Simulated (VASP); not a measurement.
Input of a VASP 6.6.1 run:

Contents of INCAR:

```
SYSTEM = BaTe
ALGO = Normal
EDIFF = 1E-6
ENCUT = 520
GGA = PS
ISIF = 2
ISMEAR = -1
LASPH = .TRUE.
LCHARG = .FALSE.
LREAL = .FALSE.
LWAVE = .FALSE.
NBANDS = 15
NELM = 100
PREC = Accurate
SIGMA = 0.05
```

File KPOINTS:

```
k-points
0
G
  10 10 10
  0 0 0
```

File POSCAR:

```
BaTe
1.0
    0.0000000000      3.4100000000      3.3759000000
    3.4100000000      0.0000000000      3.3759000000
    3.4100000000      3.4100000000      0.0000000000
Ba Te
1 1
Direct
    0.0000000000      0.0000000000      0.0000000000
    0.5000000000      0.5000000000      0.5000000000
```

Potentials or basis: VASP PAW PBE potentials, release 64 (Ba_sv, Te).

Run with:

```sh
$ cat potpaw_PBE.64/Ba_sv/POTCAR potpaw_PBE.64/Te/POTCAR > POTCAR
$ mpirun -np 1 vasp_std > vasp.out
```

(1) Predict the band gap on the k mesh.

(2) What does it give for the pressure?

## Answers

(1) 1.18 eV (least direct gap 1.57 eV).

(2) 2.8 GPa.

Caveat: the cell differs from its parent crystal (zz strain of -1 %); the PAW data sets were made with another functional, which shifts forces and pressure a little; spin-orbit coupling is left out, which moves the levels of the heavy elements.
